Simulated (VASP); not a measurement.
# BaAg2F6 (P1) in VASP: a series of runs

The runs below take BaAg2F6 through single point, with PBE.

Everything below comes from runs of VASP 6.6.1. Logs are shortened: lines on timing, memory, paths and dates and some standing lists are left out, and cuts for length are marked.

## 1. The cell of the first run

The typed cell holds 9 atoms: a = 6.070 Å, b = 6.145 Å, c = 6.149 Å, α = 61.24°, β = 60.68°, γ = 60.51°.

## 2. Single point, PBE

The input, INCAR:

```
SYSTEM = BaAg2F6
  PREC = Accurate
  ENCUT = 520
  EDIFF = 1E-7
  ISMEAR = 0
  SIGMA = 0.2
  LREAL = .FALSE.
  LASPH = .TRUE.
  NELM = 80
  ALGO = Normal
  ISIF = 2
  LWAVE = .FALSE.
  LCHARG = .FALSE.
  GGA = PE
  NBANDS = 47
```

The input, KPOINTS:

```
regular mesh
0
G
  4 4 4
  0 0 0
```

The input, POSCAR:

```
BaAg2F6
1.0
    6.0702102074      0.0098543505     -0.0139605035
    3.0165259160      5.3541513168      0.0019537876
    3.0200535497      1.6926642238      5.0812363454
Ba Ag F
1 2 6
Direct
    0.4915064790      0.4805953403      0.5194557469
    0.2486748091      0.2510551503      0.2497813473
    0.7516172592      0.7501134236      0.7489367104
    0.5437657348      0.0564004784      0.4332651706
    0.9256768132      0.4674816159      0.0963490734
    0.4685811653      0.5546550969      0.9294412787
    0.4883856353      0.0454102367      0.9539918989
    0.0606214733      0.9190858416      0.5435737360
    0.0211726306      0.4752028164      0.5252040377
```

Potentials or basis: VASP PAW PBE potentials, release 64 (Ba_sv, Ag, F).

Started as:

```sh
$ cat potpaw_PBE.64/Ba_sv/POTCAR potpaw_PBE.64/Ag/POTCAR potpaw_PBE.64/F/POTCAR > POTCAR
$ mpirun -np 1 vasp_std > vasp.out
```

OUTCAR:

```text
SYSTEM = BaAg2F6
   PREC = Accurate
   ENCUT = 520
   EDIFF = 1E-7
   ISMEAR = 0
   LREAL = .FALSE.
   LASPH = .TRUE.
   NELM = 80
   ISIF = 2
   GGA = PE

 ion  position               nearest neighbor table
   1  0.492  0.481  0.519-   5 2.65   8 2.68   6 2.70   7 2.72   4 2.74   9 2.85   9 3.22   2 3.69
                             3 3.69   3 3.71   2 3.71   3 3.77   2 3.78   2 3.91   3 3.92
   2  0.249  0.251  0.250-   4 2.12   5 2.13   9 2.18   7 2.20   8 2.34   6 2.34   1 3.69   1 3.71
                             1 3.78   1 3.91
   3  0.752  0.750  0.749-   6 2.12   8 2.13   9 2.18   7 2.19   4 2.33   5 2.35   1 3.69   1 3.71
                             1 3.77   1 3.92
   4  0.544  0.056  0.433-   2 2.12   3 2.33   1 2.74
   5  0.926  0.467  0.096-   2 2.13   3 2.35   1 2.65
   6  0.469  0.555  0.929-   3 2.12   2 2.34   1 2.70
   7  0.488  0.045  0.954-   3 2.19   2 2.20   1 2.72
   8  0.061  0.919  0.544-   3 2.13   2 2.34   1 2.68
   9  0.021  0.475  0.525-   3 2.18   2 2.18   1 2.85   1 3.22

  Warning from LATTYP: Got some problem with cell dimensions!
  Tried to take original basis but could not verify dimensions!
  LATTYP: Found a triclinic cell.
 ALAT       =    10.7767881127
 B/A-ratio  =     0.5810115580
 C/A-ratio  =     2.3312078633
 COS(alpha) =     0.0000554214
 COS(beta)  =     0.4811572487
 COS(gamma) =     0.8712325807

  Lattice vectors:

 A1 = (  -3.0129982823,  -9.0156384098,   5.0773287702)
 A2 = (   0.0035276337,  -3.6614870930,   5.0792825578)
 A3 = ( -18.1433691388, -14.1034854317, -10.1524197625)

Analysis of symmetry for initial positions (statically):
=====================================================================
 Subroutine PRICEL returns:
 Original cell was already a primitive cell.

 Routine SETGRP: Setting up the symmetry group for a
 triclinic supercell.

 Subroutine GETGRP returns: Found  1 space group operations
 (whereof  1 operations were pure point group operations)
 out of a pool of  2 trial point group operations.

The static configuration has the point symmetry C_1 .

Analysis of symmetry for dynamics (positions and initial velocities):
=====================================================================
 Subroutine PRICEL returns:
 Original cell was already a primitive cell.

 Routine SETGRP: Setting up the symmetry group for a
 triclinic supercell.

 Subroutine GETGRP returns: Found  1 space group operations
 (whereof  1 operations were pure point group operations)
 out of a pool of  2 trial point group operations.

The dynamic configuration has the point symmetry C_1 .

 Subroutine INISYM returns: Found  1 space group operations
 (whereof  1 operations are pure point group operations),
 and found     1 'primitive' translations

----------------------------------------------------------------------------------------

                                     Primitive cell

  volume of cell :     165.1278

  direct lattice vectors                    reciprocal lattice vectors
     6.070210207  0.009854350 -0.013960504     0.164735478 -0.092787428 -0.067001805
     3.016525916  5.354151317  0.001953788    -0.000446338  0.187045070 -0.062043273
     3.020053550  1.692664224  5.081236345     0.000452776 -0.000326851  0.196642268

  length of vectors
     6.070234260  6.145434789  6.148560678     0.200590445  0.197067058  0.196643061

  position of ions in fractional coordinates (direct lattice)
     0.491506479  0.480595340  0.519455747
     0.248674809  0.251055150  0.249781347
     0.751617259  0.750113424  0.748936710
     0.543765735  0.056400478  0.433265171
     0.925676813  0.467481616  0.096349073
     0.468581165  0.554655097  0.929441279
     0.488385635  0.045410237  0.953991899
     0.060621473  0.919085842  0.543573736
     0.021172631  0.475202816  0.525204038

  ion indices of the primitive-cell ions
   primitive index   ion index
                 1           1
                 2           2
                 3           3
                 4           4
                 5           5
                 6           6
                 7           7
                 8           8
                 9           9

----------------------------------------------------------------------------------------

 KPOINTS: regular mesh

Automatic generation of k-mesh.
 Grid dimensions read from file:
 generate k-points for:    4    4    4

 Generating k-lattice:

  Cartesian coordinates                     Fractional coordinates (reciprocal lattice)
     0.041183870 -0.023196857 -0.016750451     0.250000000  0.000000000  0.000000000
    -0.000111584  0.046761268 -0.015510818     0.000000000  0.250000000  0.000000000
     0.000113194 -0.000081713  0.049160567     0.000000000  0.000000000  0.250000000

  Length of vectors
     0.050147611  0.049266764  0.049160765

  Shift w.r.t. Gamma in fractional coordinates (k-lattice)
     0.000000000  0.000000000  0.000000000

 Subroutine IBZKPT returns following result:
 ===========================================

 Found     36 irreducible k-points:

 Following reciprocal coordinates:
            Coordinates               Weight
  0.000000  0.000000  0.000000      1.000000
  0.250000  0.000000  0.000000      2.000000
  0.500000  0.000000  0.000000      1.000000
 -0.000000  0.250000 -0.000000      2.000000
  0.250000  0.250000 -0.000000      2.000000
  0.500000  0.250000  0.000000      2.000000
[... 16 lines left out ...]
  0.000000 -0.250000  0.250000      2.000000
  0.250000 -0.250000  0.250000      2.000000
 [... further k-points ...]
   k-points           NKPTS =     36   k-points in BZ     NKDIM =     36   number of bands    NBANDS=     47
   number of dos      NEDOS =    301   number of ions     NIONS =      9
   total plane-waves  NPLWV = 110592
   dimension x,y,z NGX =    48 NGY =   48 NGZ =   48
   dimension x,y,z NGXF=    96 NGYF=   96 NGZF=   96
   ions per type =               1   2   6
   NGX,Y,Z   is equivalent  to a cutoff of  13.15, 12.98, 12.98 a.u.
   NGXF,Y,Z  is equivalent  to a cutoff of  26.29, 25.97, 25.96 a.u.
 SYSTEM =  BaAg2F6
   PREC   = accura    normal or accurate (medium, high low for compatibility)
   ISTART =      0    job   : 0-new  1-cont  2-samecut
   ICHARG =      2    charge: 1-file 2-atom 10-const
   ISPIN  =      1    spin polarized calculation?
   LNONCOLLINEAR =      F non collinear calculations
   LSORBIT =      F    spin-orbit coupling
   LASPH  =      T    aspherical Exc in radial PAW
   ENCUT  =  520.0 eV  38.22 Ry    6.18 a.u.  11.29 11.43 11.43*2*pi/ulx,y,z
   NELM   =     80;   NELMIN=  2; NELMDL= -5     # of ELM steps
   EDIFF  = 0.1E-06   stopping-criterion for ELM
   LREAL  =      F    real-space projection
   EDIFFG = 0.1E-05   stopping-criterion for IOM
   NSW    =      0    number of steps for IOM
   IBRION =     -1    ionic relax: 0-MD 1-quasi-New 2-CG
   NFREE  =      0    steps in history (QN), initial steepest desc. (CG)
   ISIF   =      2    stress and relaxation
   ISYM   =      2    0-nonsym 1-usesym 2-fastsym
   POTIM  = 0.5000    time-step for ionic-motion
   TEBEG  =    0.0;   TEEND  =   0.0 temperature during run
   PSTRESS=    0.0 pullay stress
   NELECT =      74.0000    total number of electrons
   NUPDOWN=      -1.0000    fix difference up-down
   EMIN   =  10.00;   EMAX   =-10.00  energy-range for DOS
   EFERMI =   0.00;   METHOD = LEGACY
   ISMEAR =     0;   SIGMA  =   0.20  broadening in eV -4-tet -1-fermi 0-gaus
   EFERMI_NEDOS =   21; number of points for ismear=-14 and -15
   IALGO  =     38    algorithm
   IMIX   =      4    mixing-type and parameters
     AMIX     =   0.40;   BMIX     =  1.00
     AMIX_MAG =   1.60;   BMIX_MAG =  1.00
  volume/ion in A,a.u.               =      18.35       123.82
  Fermi-wavevector in a.u.,A,eV,Ry     =   1.252791  2.367432 21.354152  1.569486
  Thomas-Fermi vector in A             =   2.386675
   LORBIT       =      0    0 simple, 1 ext, 2 COOP (PROOUT), +10 PAW based schemes
   GGA     = PE    functional components
   LHFCALC =     F    Hartree Fock is set to
   AEXX    =    0.0000 exact exchange contribution
   IVDW    =     0    specifies the selected vdW correction
   LEPSILON=     F    determine dielectric tensor
   LRPA    =     F    only Hartree local field effects (RPA)
 non-spin polarized calculation
 Gauss-broadening in eV      SIGMA  =   0.20
  energy-cutoff  :      520.00
  volume of cell :      165.13
 maximum number of plane-waves:      4475
 NGX is ok and might be reduce to    48
   NGX = 23   NGY = 23   NGZ = 23

 number of electron      73.9999989 magnetization

 Free energy of the ion-electron system (eV)
  ---------------------------------------------------
  ext. energy  EPLUGINS =         0.00000000
  ---------------------------------------------------
  free energy    TOTEN  =       -36.46139071 eV

  energy without entropy =      -36.41836696  energy(sigma->0) =      -36.43987883

 E-fermi :  -0.0304     XC(G=0):  -8.6236

 val. band max:       -0.0380267880   @ k =   0.5000  -0.2500   0.2500
 cond. band min:       0.0427497969   @ k =  -0.2500  -0.0000   0.2500
 fundamental gap:      0.0807765848
 Fermi energy:        -0.0303672731

 k-point     1 :       0.0000    0.0000    0.0000
  band No.  band energies     occupation
      1     -25.7781      2.00000
      2     -21.9385      2.00000
      3     -21.7781      2.00000
      4     -21.6787      2.00000
      5     -21.6582      2.00000
      6     -21.6063      2.00000
[... 39 lines left out ...]
     46       9.2140      0.00000
     47      10.5884      0.00000

 k-point     2 :       0.2500    0.0000    0.0000
  band No.  band energies     occupation
      1     -25.7733      2.00000
      2     -21.9409      2.00000
      3     -21.7906      2.00000
      4     -21.6914      2.00000
      5     -21.6392      2.00000
      6     -21.6111      2.00000
[... 39 lines left out ...]
     46       8.9804      0.00000
     47       9.6486      0.00000

 k-point     3 :       0.5000    0.0000    0.0000
  band No.  band energies     occupation
      1     -25.7684      2.00000
      2     -21.9391      2.00000
      3     -21.8070      2.00000
      4     -21.7010      2.00000
      5     -21.6424      2.00000
      6     -21.6014      2.00000
[... 1039 lines left out ...]
     46       8.4914      0.00000
     47       8.9864      0.00000

 k-point    24 :       0.2500   -0.2500    0.2500
  band No.  band energies     occupation
      1     -25.7685      2.00000
      2     -21.9318      2.00000
      3     -21.8028      2.00000
      4     -21.6997      2.00000
      5     -21.6575      2.00000
      6     -21.6119      2.00000
[... 39 lines left out ...]
     46       8.5088      0.00000
     47       9.0558      0.00000

 [... further k-points ...]
[... 5 lines left out ...]
  --------------------------------------------------------------------------------------
  -------------------------------------------------------------------------------------
  Total        0.0696814      0.1198997      0.0434611     -0.0271577      0.1265652     -0.0067283
  in kB        0.6760946      1.1633448      0.4216882     -0.2635014      1.2280181     -0.0652825
  external PRESSURE =       0.7537092 kB  Pullay stress =       0.0000000 kB

 VOLUME and BASIS-vectors are now :
 -----------------------------------------------------------------------------
  energy-cutoff  :      520.00
  volume of cell :      165.13
      direct lattice vectors                 reciprocal lattice vectors
     6.070210207  0.009854350 -0.013960504     0.164735478 -0.092787428 -0.067001805
     3.016525916  5.354151317  0.001953788    -0.000446338  0.187045070 -0.062043273
     3.020053550  1.692664224  5.081236345     0.000452776 -0.000326851  0.196642268

 POSITION                                       TOTAL-FORCE (eV/Angst)
 -----------------------------------------------------------------------------------
      6.00206      3.45729      2.63355         0.009443      0.016262     -0.024978
      3.02118      1.76943      1.26622        -0.004854     -0.008867     -0.008257
      9.08704      5.29133      3.79650         0.000190      0.004266      0.009164
      4.77939      1.04071      2.19404        -0.005412     -0.051633      0.008865
      7.32020      2.67518      0.47756         0.026265     -0.013634     -0.074198
      7.32448      4.54756      4.71725         0.015324      0.014623      0.061783
      5.98269      1.86273      4.84073        -0.000735     -0.029125      0.039432
      4.78205      5.84161      2.76298        -0.016984      0.066793     -0.011166
      3.14813      3.43351      2.66932        -0.023236      0.001315     -0.000644
 -----------------------------------------------------------------------------------
    total drift:                                0.000302      0.000729      0.000676

  FREE ENERGIE OF THE ION-ELECTRON SYSTEM (eV)
  ---------------------------------------------------
  free  energy   TOTEN  =       -36.4613907098 eV

  energy  without entropy=      -36.4183669584  energy(sigma->0) =      -36.43987883
```

It took 2.5 min on 1 thread of Intel Xeon 6975P-C (Granite Rapids), shared host; peak memory 0.46 GiB.

What came out:

```
Free energy            : -36.4614 eV
Pressure               : 0.1 GPa
Largest force          : 0.080 eV/Å
Band gap on the k mesh : zero (bands 37 and 38 overlap by 0.73 eV)
```

Forces in eV/Å, atoms in the order of the input:
```
Ba   0.009  0.016 -0.025
Ag  -0.005 -0.009 -0.008
Ag   0.000  0.004  0.009
F   -0.005 -0.052  0.009
F    0.026 -0.014 -0.074
F    0.015  0.015  0.062
F   -0.001 -0.029  0.039
F   -0.017  0.067 -0.011
F   -0.023  0.001 -0.001
```

Caveat: spin-orbit coupling is left out, which moves the levels of the heavy elements.

## 3. Single point, PBE

This run uses another cell than the first one, of 18.43 Å³/atom.

The input, INCAR:

```
PREC = Accurate ; ENCUT = 520
EDIFF = 1E-7 ; ISMEAR = 0
SIGMA = 0.2 ; LREAL = False
LASPH = True ; NELM = 60
ALGO = Normal ; ISIF = 2
LWAVE = False ; LCHARG = True
GGA = PE ; LELF = True
LVHAR = True ; NBANDS = 47
```

The input, KPOINTS:

```
Automatic mesh
0
Gamma
  4 4 4
```

The input, POSCAR:

```
BaAg2F6
1.0
    6.0864713000      0.0000000000      0.0000000000
    3.0157749000      5.3454666000      0.0000000000
    3.0373115000      1.6781775000      5.0977786000
Ba Ag F
1 2 6
Direct
    0.4914850000      0.4796360000      0.5202460000
    0.2484690000      0.2513220000      0.2498750000
    0.7522360000      0.7496600000      0.7485620000
    0.5420080000      0.0610680000      0.4290690000
    0.9266330000      0.4637100000      0.1013960000
    0.4694190000      0.5573190000      0.9261100000
    0.4900610000      0.0447050000      0.9516000000
    0.0600720000      0.9164440000      0.5464290000
    0.0196190000      0.4761360000      0.5267120000
```

Potentials or basis: VASP PAW PBE potentials, release 64 (Ba_sv, Ag, F).

Started as:

```sh
$ cat potpaw_PBE.64/Ba_sv/POTCAR potpaw_PBE.64/Ag/POTCAR potpaw_PBE.64/F/POTCAR > POTCAR
$ mpirun -np 1 vasp_std > vasp.out
```

OUTCAR:

```text
PREC = Accurate
   ENCUT = 520
   EDIFF = 1E-7
   ISMEAR = 0
   LREAL = False
   LASPH = True
   NELM = 60
   ISIF = 2
   GGA = PE

 ion  position               nearest neighbor table
   1  0.491  0.480  0.520-   5 2.64   8 2.68   6 2.69   7 2.72   4 2.73   9 2.86   9 3.22   2 3.69
                             3 3.69   3 3.71   2 3.72   3 3.78   2 3.78   2 3.92   3 3.94
   2  0.248  0.251  0.250-   4 2.11   5 2.12   9 2.19   7 2.21   8 2.35   6 2.36   1 3.69   1 3.72
                             1 3.78   1 3.92
[... 1428 lines left out ...]
  in kB        1.0872034      1.0054344      0.1473889     -0.1609561      0.9654542     -0.2981653
  external PRESSURE =       0.7466756 kB  Pullay stress =       0.0000000 kB

 VOLUME and BASIS-vectors are now :
 -----------------------------------------------------------------------------
  energy-cutoff  :      520.00
  volume of cell :      165.86
      direct lattice vectors                 reciprocal lattice vectors
     6.086471300  0.000000000  0.000000000     0.164298811 -0.092693168 -0.067376618
     3.015774900  5.345466600  0.000000000     0.000000000  0.187074408 -0.061584484
     3.037311500  1.678177500  5.097778600     0.000000000  0.000000000  0.196163874

 POSITION                                       TOTAL-FORCE (eV/Angst)
 -----------------------------------------------------------------------------------
      6.01803      3.43694      2.65210         0.007803      0.023728     -0.021575
      3.02918      1.76277      1.27381        -0.005872     -0.016317     -0.013674
      9.11288      5.26350      3.81600        -0.004071      0.015896      0.012632
      4.78630      1.04649      2.18730         0.010845     -0.067366      0.022438
      7.34634      2.64891      0.51689         0.011963     -0.005562     -0.095467
      7.35074      4.53331      4.72110        -0.002149      0.002845      0.080188
      6.00787      1.83592      4.85105        -0.000471     -0.024000      0.049317
      4.78909      5.81583      2.78557         0.002630      0.078473     -0.029105
      3.15512      3.42909      2.68506        -0.020679     -0.007697     -0.004752
 -----------------------------------------------------------------------------------
    total drift:                                0.000250      0.000667      0.001161

  FREE ENERGIE OF THE ION-ELECTRON SYSTEM (eV)
  ---------------------------------------------------
  free  energy   TOTEN  =       -36.4564522055 eV

  energy  without entropy=      -36.4144426899  energy(sigma->0) =      -36.43544745
```

OSZICAR:

```text
N       E                     dE             d eps       ncg     rms          rms(c)
DAV:   1     0.590835298457E+03    0.59084E+03   -0.39696E+04  3384   0.149E+03
[... 11 lines left out ...]
DAV:  13    -0.364564581443E+02   -0.10978E-03   -0.28638E-04  3672   0.103E-01    0.530E-02
DAV:  14    -0.364564638052E+02   -0.56609E-05   -0.89339E-05  3844   0.786E-02    0.266E-02
DAV:  15    -0.364564552607E+02    0.85444E-05   -0.42828E-05  3941   0.471E-02    0.109E-02
DAV:  16    -0.364564529789E+02    0.22819E-05   -0.69605E-06  3784   0.197E-02    0.517E-03
DAV:  17    -0.364564523055E+02    0.67341E-06   -0.20486E-06  3902   0.111E-02    0.184E-03
DAV:  18    -0.364564522000E+02    0.10548E-06   -0.22190E-07  2950   0.286E-03    0.948E-04
DAV:  19    -0.364564522055E+02   -0.55279E-08   -0.39329E-08  2367   0.145E-03
   1 F= -.36456452E+02 E0= -.36435447E+02  d E =-.420095E-01
```

Wall time 3 min (1 thread of Intel Xeon 6975P-C (Granite Rapids), shared host); peak memory 0.46 GiB.

What came out:

- Free energy: -36.4565 eV
- Pressure: 0.1 GPa
- Largest force: 0.096 eV/Å
- Band gap on the k mesh: zero (bands 37 and 38 overlap by 0.65 eV)

Forces on the atoms (eV/Å):
```
Ba   0.008  0.024 -0.022
Ag  -0.006 -0.016 -0.014
Ag  -0.004  0.016  0.013
F    0.011 -0.067  0.022
F    0.012 -0.006 -0.095
F   -0.002  0.003  0.080
F    0.000 -0.024  0.049
F    0.003  0.078 -0.029
F   -0.021 -0.008 -0.005
```

Stress tensor (GPa, compression positive):
```
 0.11 -0.02 -0.03
-0.02  0.10  0.10
-0.03  0.10  0.01
```

Levels at points of the mesh, in eV from the Fermi level:
```tsv
k point	band 33	band 34	band 35	band 36	band 37	band 38	band 39	band 40	band 41	band 42
(0.00, 0.00, 0.00)	-1.95	-1.43	-1.39	-1.23	0.37	0.61	3.32	6.14	6.21	6.24
(0.50, 0.00, 0.00)	-1.70	-1.64	-0.88	-0.84	-0.33	-0.24	5.07	5.69	6.34	6.79
(0.00, 0.50, 0.00)	-1.69	-1.66	-0.89	-0.86	-0.37	-0.25	5.05	5.61	6.40	6.52
(0.50, 0.50, 0.00)	-1.64	-1.56	-1.43	-1.18	-0.61	0.58	5.75	6.13	6.19	7.36
(0.00, 0.00, 0.50)	-1.72	-1.64	-0.88	-0.84	-0.36	-0.26	5.08	5.59	6.34	6.61
(0.50, 0.00, 0.50)	-1.64	-1.51	-1.47	-1.19	-0.59	0.59	5.73	6.14	6.21	7.39
(0.00, 0.50, 0.50)	-1.65	-1.54	-1.41	-1.28	-0.61	0.54	5.80	5.98	6.12	6.94
(0.50, 0.50, 0.50)	-1.68	-1.65	-0.88	-0.83	-0.38	-0.29	4.99	5.69	6.46	6.51
```

Caveat: spin-orbit coupling is left out, which moves the levels of the heavy elements.
